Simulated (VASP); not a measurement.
# Au (Im-3m) in VASP: further runs

The runs below take Au through relaxation of cell and atoms, with LDA.

Everything below comes from runs of VASP 6.6.1. Logs are shortened: lines on timing, memory, paths and dates and some standing lists are left out, and cuts for length are marked.

### Step 1. The cell of the first run

The structure is cubic, space group Im-3m (No. 229). Conventional cell: a = 3.315 Å, b = 3.315 Å, c = 3.315 Å, α = 90.00°, β = 90.00°, γ = 90.00°. Within 3.8 Å of Au (site symmetry m-3m) lie 14 Au at 2.87 to 3.31 Å.

### Step 2. Relaxation of cell and atoms, LDA, target pressure 20 GPa, at which the enthalpy is minimised

INCAR reads:

```
SYSTEM = Au
PREC = Accurate
ENCUT = 600
EDIFF = 1E-6
ISMEAR = -1
SIGMA = 0.05
LREAL = .False.
LASPH = .True.
NELM = 60
ALGO = Normal
ISIF = 3
LWAVE = .False.
LCHARG = .False.
IBRION = 2
NSW = 60
EDIFFG = -0.03
PSTRESS = 200.0
```

KPOINTS reads:

```
regular mesh
0
Gamma
  9 9 9
  0 0 0
```

POSCAR reads:

```
Au
1.0
   -1.6572690000      1.6572690000      1.6572690000
    1.6572690000     -1.6572690000      1.6572690000
    1.6572690000      1.6572690000     -1.6572690000
Au
1
Direct
    0.0000000000      0.0000000000      0.0000000000
```

Potentials or basis: VASP PAW LDA potentials, release 64 (Au).

On the command line:

```bash
cat potpaw_LDA.64/Au/POTCAR > POTCAR
mpirun -np 1 vasp_std > vasp.out
```

OUTCAR:

```text
SYSTEM = Au
   PREC = Accurate
   ENCUT = 600
   EDIFF = 1E-6
   ISMEAR = -1
   LREAL = .False.
   LASPH = .True.
   NELM = 60
   ISIF = 3
   IBRION = 2
   NSW = 60
   EDIFFG = -0.03
   PSTRESS = 200.0

 ion  position               nearest neighbor table
   1  0.000  0.000  0.000-

  LATTYP: Found a body centered cubic cell.
 ALAT       =     3.3145380000

  Lattice vectors:

 A1 = (  -1.6572690000,   1.6572690000,   1.6572690000)
 A2 = (   1.6572690000,  -1.6572690000,   1.6572690000)
 A3 = (   1.6572690000,   1.6572690000,  -1.6572690000)

Analysis of symmetry for initial positions (statically):
=====================================================================
 Subroutine PRICEL returns:
 Original cell was already a primitive cell.

 Routine SETGRP: Setting up the symmetry group for a
 body centered cubic supercell.

 Subroutine GETGRP returns: Found 48 space group operations
 (whereof 48 operations were pure point group operations)
 out of a pool of 48 trial point group operations.

The static configuration has the point symmetry O_h .

Analysis of symmetry for dynamics (positions and initial velocities):
=====================================================================
 Subroutine PRICEL returns:
 Original cell was already a primitive cell.

 Routine SETGRP: Setting up the symmetry group for a
 body centered cubic supercell.

 Subroutine GETGRP returns: Found 48 space group operations
 (whereof 48 operations were pure point group operations)
 out of a pool of 48 trial point group operations.

The dynamic configuration has the point symmetry O_h .

 Subroutine INISYM returns: Found 48 space group operations
 (whereof 48 operations are pure point group operations),
 and found     1 'primitive' translations

----------------------------------------------------------------------------------------

                                     Primitive cell

  volume of cell :      18.2070

  direct lattice vectors                    reciprocal lattice vectors
    -1.657269000  1.657269000  1.657269000     0.000000000  0.301701172  0.301701172
     1.657269000 -1.657269000  1.657269000     0.301701172  0.000000000  0.301701172
     1.657269000  1.657269000 -1.657269000     0.301701172  0.301701172  0.000000000

  length of vectors
     2.870474110  2.870474110  2.870474110     0.426669890  0.426669890  0.426669890

  position of ions in fractional coordinates (direct lattice)
     0.000000000  0.000000000  0.000000000

  ion indices of the primitive-cell ions
   primitive index   ion index
                 1           1

----------------------------------------------------------------------------------------

 KPOINTS: regular mesh

Automatic generation of k-mesh.
 Grid dimensions read from file:
 generate k-points for:    9    9    9

 Generating k-lattice:

  Cartesian coordinates                     Fractional coordinates (reciprocal lattice)
     0.000000000  0.033522352  0.033522352     0.111111111  0.000000000  0.000000000
     0.033522352  0.000000000  0.033522352     0.000000000  0.111111111  0.000000000
     0.033522352  0.033522352  0.000000000     0.000000000  0.000000000  0.111111111

  Length of vectors
     0.047407766  0.047407766  0.047407766

  Shift w.r.t. Gamma in fractional coordinates (k-lattice)
     0.000000000  0.000000000  0.000000000

 Subroutine IBZKPT returns following result:
 ===========================================

 Found     35 irreducible k-points:

 Following reciprocal coordinates:
            Coordinates               Weight
  0.000000  0.000000  0.000000      1.000000
  0.111111  0.000000  0.000000     12.000000
  0.222222  0.000000  0.000000     12.000000
  0.333333  0.000000  0.000000     12.000000
  0.444444  0.000000  0.000000     12.000000
  0.111111  0.111111  0.000000     24.000000
[... 16 lines left out ...]
 -0.333333  0.444444  0.111111     48.000000
 -0.444444 -0.444444  0.111111     24.000000
 [... further k-points ...]
   k-points           NKPTS =     35   k-points in BZ     NKDIM =     35   number of bands    NBANDS=      9
   number of dos      NEDOS =    301   number of ions     NIONS =      1
   total plane-waves  NPLWV =  13824
   dimension x,y,z NGX =    24 NGY =   24 NGZ =   24
   dimension x,y,z NGXF=    48 NGYF=   48 NGZF=   48
   ions per type =               1
   NGX,Y,Z   is equivalent  to a cutoff of  13.90, 13.90, 13.90 a.u.
   NGXF,Y,Z  is equivalent  to a cutoff of  27.80, 27.80, 27.80 a.u.
 SYSTEM =  Au
   PREC   = accura    normal or accurate (medium, high low for compatibility)
   ISTART =      0    job   : 0-new  1-cont  2-samecut
   ICHARG =      2    charge: 1-file 2-atom 10-const
   ISPIN  =      1    spin polarized calculation?
   LNONCOLLINEAR =      F non collinear calculations
   LSORBIT =      F    spin-orbit coupling
   LASPH  =      T    aspherical Exc in radial PAW
   ENCUT  =  600.0 eV  44.10 Ry    6.64 a.u.   5.73  5.73  5.73*2*pi/ulx,y,z
   NELM   =     60;   NELMIN=  2; NELMDL= -5     # of ELM steps
   EDIFF  = 0.1E-05   stopping-criterion for ELM
   LREAL  =      F    real-space projection
   EDIFFG = -.3E-01   stopping-criterion for IOM
   NSW    =     60    number of steps for IOM
   IBRION =      2    ionic relax: 0-MD 1-quasi-New 2-CG
   NFREE  =      1    steps in history (QN), initial steepest desc. (CG)
   ISIF   =      3    stress and relaxation
   ISYM   =      2    0-nonsym 1-usesym 2-fastsym
   POTIM  = 0.5000    time-step for ionic-motion
   TEBEG  =    0.0;   TEEND  =   0.0 temperature during run
   PSTRESS=  200.0 pullay stress
   NELECT =      11.0000    total number of electrons
   NUPDOWN=      -1.0000    fix difference up-down
   EMIN   =  10.00;   EMAX   =-10.00  energy-range for DOS
   EFERMI =   0.00;   METHOD = LEGACY
   ISMEAR =    -1;   SIGMA  =   0.05  broadening in eV -4-tet -1-fermi 0-gaus
   EFERMI_NEDOS =   21; number of points for ismear=-14 and -15
   IALGO  =     38    algorithm
   IMIX   =      4    mixing-type and parameters
     AMIX     =   0.40;   BMIX     =  1.00
     AMIX_MAG =   1.60;   BMIX_MAG =  1.00
  volume/ion in A,a.u.               =      18.21       122.87
  Fermi-wavevector in a.u.,A,eV,Ry     =   1.383968  2.615320 26.060157  1.915367
  Thomas-Fermi vector in A             =   2.508516
   LORBIT       =      0    0 simple, 1 ext, 2 COOP (PROOUT), +10 PAW based schemes
   GGA     = CA    functional components
   LHFCALC =     F    Hartree Fock is set to
   AEXX    =    0.0000 exact exchange contribution
   IVDW    =     0    specifies the selected vdW correction
   LEPSILON=     F    determine dielectric tensor
   LRPA    =     F    only Hartree local field effects (RPA)
 conjugate gradient relaxation of ions
 non-spin polarized calculation
  energy-cutoff  :      600.00
  volume of cell :       18.21
 maximum number of plane-waves:       623
   NGX = 11   NGY = 11   NGZ = 11

--------------------------------------- Ionic step        1  -------------------------------------------

 number of electron      10.9999998 magnetization

 Free energy of the ion-electron system (eV)
  ---------------------------------------------------
  ext. energy  EPLUGINS =         0.00000000
  ---------------------------------------------------
  free energy    TOTEN  =        -4.35416599 eV

  energy without entropy =       -4.34896216  energy(sigma->0) =       -4.35156408

 E-fermi :   8.0489     XC(G=0): -12.6032

 val. band max:        8.0239340157   @ k =  -0.3333   0.4444   0.1111
 cond. band min:       8.1804546865   @ k =  -0.4444   0.4444   0.1111
 fundamental gap:      0.1565206708
 Fermi energy:         8.0488535690

 k-point     1 :       0.0000    0.0000    0.0000
  band No.  band energies     occupation
      1      -1.0196      2.00000
      2       3.6866      2.00000
      3       3.6866      2.00000
      4       3.6866      2.00000
      5       5.4536      2.00000
      6       5.4536      2.00000
      7      24.6555      0.00000
      8      24.6555      0.00000
      9      24.6555      0.00000

 k-point     2 :       0.1111    0.0000    0.0000
  band No.  band energies     occupation
      1      -0.5966      2.00000
      2       3.5604      2.00000
      3       3.6975      2.00000
      4       3.9772      2.00000
      5       5.3164      2.00000
      6       5.4634      2.00000
      7      24.2994      0.00000
      8      24.6394      0.00000
      9      25.1746      0.00000
[... 403 lines left out ...]
  FREE ENERGIE OF THE ION-ELECTRON SYSTEM (eV)
  ---------------------------------------------------
  free  energy   TOTEN  =        -4.3605199681 eV

  energy  without entropy=       -4.3544027769  energy(sigma->0) =       -4.35746137

  enthalpy is  TOTEN    =        -2.4190560118 eV   P V=        1.9414639564

--------------------------------------- Ionic step        5  -------------------------------------------

 number of electron      11.0000002 magnetization

 Free energy of the ion-electron system (eV)
  ---------------------------------------------------
  ext. energy  EPLUGINS =         0.00000000
  ---------------------------------------------------
  free energy    TOTEN  =        -4.33814018 eV

  energy without entropy =       -4.33236050  energy(sigma->0) =       -4.33525034

 E-fermi :  10.9880     XC(G=0): -13.5947

 val. band max:       10.9319930820   @ k =  -0.4444   0.4444   0.1111
 cond. band min:      11.0357738748   @ k =  -0.3333   0.4444   0.1111
 fundamental gap:      0.1037807928
 Fermi energy:        10.9880428788

 k-point     1 :       0.0000    0.0000    0.0000
  band No.  band energies     occupation
      1       0.0948      2.00000
      2       5.6419      2.00000
      3       5.6419      2.00000
      4       5.6419      2.00000
      5       7.9590      2.00000
      6       7.9590      2.00000
      7      27.5709      0.00000
      8      27.5709      0.00000
      9      27.5709      0.00000

 k-point     2 :       0.1111    0.0000    0.0000
  band No.  band energies     occupation
      1       0.5884      2.00000
      2       5.4695      2.00000
      3       5.6466      2.00000
      4       6.0199      2.00000
      5       7.7633      2.00000
      6       7.9727      2.00000
      7      27.6472      0.00000
      8      27.6821      0.00000
      9      28.2644      0.00000
[... 286 lines left out ...]
 POSITION                                       TOTAL-FORCE (eV/Angst)
 -----------------------------------------------------------------------------------
     -0.00000      0.00000      0.00000         0.000000      0.000000      0.000000
 -----------------------------------------------------------------------------------
    total drift:                                0.000000      0.000000      0.000000

  FREE ENERGIE OF THE ION-ELECTRON SYSTEM (eV)
  ---------------------------------------------------
  free  energy   TOTEN  =        -4.3381401769 eV

  energy  without entropy=       -4.3323605004  energy(sigma->0) =       -4.33525034

  enthalpy is  TOTEN    =        -2.4210506392 eV   P V=        1.9170895377

 reached required accuracy - stopping structural energy minimisation
```

It took 10 s on 1 thread of Intel Xeon 6975P-C, shared host; peak memory 0.15 GiB.

What came out:

* Free energy: -4.3381 eV
* Relaxed volume: 15.36 Å³/atom
* Relaxed cell: a = 2.712 Å, b = 2.712 Å, c = 2.712 Å, α = 109.47°, β = 109.47°, γ = 109.47°
* Space group after relaxing (to 0.05 Å): Im-3m (No. 229)
* Energy change on relaxing (the enthalpy is what falls): +16.0 meV/atom
* Ionic steps: 5
* Pressure after relaxing: 20.1 GPa

Step by step:
```csv
step,energy change (eV),largest force (eV/Å),pressure (GPa),volume (Å³)
1,0.0000,0.0000,-12.38,18.21
2,4.4651,0.0000,371.00,10.13
3,-0.0230,0.0000,13.57,15.73
4,-0.0064,0.0000,16.56,15.55
5,0.0160,0.0000,20.14,15.36
```

Final structure:
```
Au
1.0
    -1.56587    1.56587    1.56587
     1.56587   -1.56587    1.56587
     1.56587    1.56587   -1.56587
Au
1
Direct
  0.00000 0.00000 0.00000
```

Caveat: the cell is relaxed towards a set pressure, so the enthalpy falls and the energy may rise; the volume moved by over 15 % at a fixed basis, so the end points are rough; spin-orbit coupling is left out, which moves the levels of the heavy elements.

### Step 3. Relaxation of cell and atoms, LDA, target pressure 30 GPa, at which the enthalpy is minimised

INCAR reads:

```
PREC = Accurate ; ENCUT = 600
EDIFF = 1E-7 ; ISMEAR = -1
SIGMA = 0.05 ; LREAL = False
LASPH = True ; NELM = 60
ALGO = Normal ; ISIF = 3
LWAVE = False ; LCHARG = False
IBRION = 2 ; NSW = 60
EDIFFG = -0.03 ; PSTRESS = 300.0
```

KPOINTS reads:

```
regular mesh
0
Gamma
  9 9 9
```

POSCAR is that of step 2.

Potentials or basis: VASP PAW LDA potentials, release 64 (Au).

On the command line:

```bash
cat potpaw_LDA.64/Au/POTCAR > POTCAR
mpirun -np 1 vasp_std > vasp.out
```

Wall time 19 s (1 thread of Intel Xeon 6975P-C, shared host); peak memory 0.16 GiB.

The run converged. Its results:

```
Free energy                                            : -4.2655 eV
Relaxed volume                                         : 14.89 Å³/atom
Relaxed cell                                           : a = 2.684 Å, b = 2.684 Å, c = 2.684 Å, α = 109.47°, β = 109.47°, γ = 109.47°
Space group after relaxing (to 0.05 Å)                 : Im-3m (No. 229)
Energy change on relaxing (the enthalpy is what falls) : +88.7 meV/atom
Ionic steps                                            : 9
Pressure after relaxing                                : 30.0 GPa
```

Step by step:
```tsv
step	energy change (eV)	largest force (eV/Å)	pressure (GPa)	volume (Å³)
1	0.0000	0.0000	-12.38	18.21
2	11.4440	0.0000	886.61	8.24
3	-0.0604	0.0000	-2.68	16.98
4	-0.0522	0.0000	6.51	16.20
5	0.1369	0.0000	35.71	14.66
6	0.0821	0.0000	29.19	14.93
7	0.0936	0.0000	30.59	14.86
8	0.0751	0.0000	28.31	14.97
9	0.0887	0.0000	29.99	14.89
```

Final structure:
```xyz
1
Lattice="-1.5498 1.5498 1.5498 1.5498 -1.5498 1.5498 1.5498 1.5498 -1.5498" Properties=species:S:1:pos:R:3 pbc="T T T"
Au    0.0000    0.0000    0.0000
```

Levels at points of the mesh, in eV from the Fermi level:
| k point | band 3 | band 4 | band 5 | band 6 | band 7 | band 8 | band 9 |
| --- | --- | --- | --- | --- | --- | --- | --- |
| (0.00, 0.00, 0.00) | -5.56 | -5.56 | -3.13 | -3.13 | 16.54 | 16.54 | 16.54 |

Caveat: the cell is relaxed towards a set pressure, so the enthalpy falls and the energy may rise; the volume moved by over 15 % at a fixed basis, so the end points are rough; spin-orbit coupling is left out, which moves the levels of the heavy elements.

### Step 4. Relaxation of cell and atoms, LDA

INCAR reads:

```
PREC = Accurate
ENCUT = 500
EDIFF = 1E-7
ISMEAR = -1
SIGMA = 0.05
LREAL = F
LASPH = T
NELM = 120
ALGO = Normal
ISIF = 3
LWAVE = F
LCHARG = F
IBRION = 2
NSW = 60
EDIFFG = -0.03
GGA_COMPAT = F
NELMIN = 4
```

KPOINTS is that of step 3.

POSCAR is that of step 3.

Potentials or basis: VASP PAW LDA potentials, release 64 (Au_sv_GW).

On the command line:

```bash
cat potpaw_LDA.64/Au_sv_GW/POTCAR > POTCAR
mpirun -np 1 vasp_std > vasp.out
```

Wall time 28 s (1 thread of AMD EPYC 7R13 (Zen 3), shared host); peak memory 0.12 GiB.

Results (log left out):

- Free energy: -3.7709 eV
- Relaxed volume: 16.69 Å³/atom
- Relaxed cell: a = 2.788 Å, b = 2.788 Å, c = 2.788 Å, α = 109.47°, β = 109.47°, γ = 109.47°
- Space group after relaxing (to 0.05 Å): Im-3m (No. 229)
- Energy gained by relaxing: 72.6 meV/atom
- Ionic steps: 4
- Pressure after relaxing: -0.2 GPa

The path:
| step | energy change (eV) | largest force (eV/Å) | pressure (GPa) | volume (Å³) |
| --- | --- | --- | --- | --- |
| 1 | 0.0000 | 0.0000 | -13.89 | 18.21 |
| 2 | 0.1996 | 0.0000 | 44.07 | 14.36 |
| 3 | -0.0725 | 0.0000 | -0.69 | 16.74 |
| 4 | -0.0726 | 0.0000 | -0.17 | 16.69 |

Final structure:
```
Au
1.0
    -1.60992    1.60992    1.60992
     1.60992   -1.60992    1.60992
     1.60992    1.60992   -1.60992
Au
1
Direct
  0.00000 0.00000 0.00000
```

Levels at points of the mesh, in eV from the Fermi level:
```
           k point  band 6  band 7  band 8  band 9  band 10  band 11  band 12  band 13
(0.00, 0.00, 0.00)   -4.84   -4.84   -4.84   -2.82    -2.82    16.62    16.62    16.62
```

Caveat: spin-orbit coupling is left out, which moves the levels of the heavy elements.

### Step 5. The runs side by side

```csv
potentials or basis,cell,cutoff (eV),second run,gap on the mesh (eV),pressure (GPa)
"VASP PAW LDA potentials, release 64 (Au)",relaxed to 20 GPa,600,-,none,20.1
"VASP PAW LDA potentials, release 64 (Au)",relaxed to 30 GPa,600,-,none,30.0
"VASP PAW LDA potentials, release 64 (Au_sv_GW)",relaxed,500,valence_matched,none,-0.2
```

Alike in all rows: task relaxation of cell and atoms; level LDA; no spin polarisation; k mesh 9 × 9 × 9; smearing fermi-dirac 0.05 eV.

Caveats: spin-orbit coupling is left out, which moves the levels of the heavy elements; the cell is relaxed towards a set pressure, so the enthalpy falls and the energy may rise (some runs); the volume moved by over 15 % at a fixed basis, so the end points are rough (some runs).

Absolute energies hang on the potentials; compare differences alone.
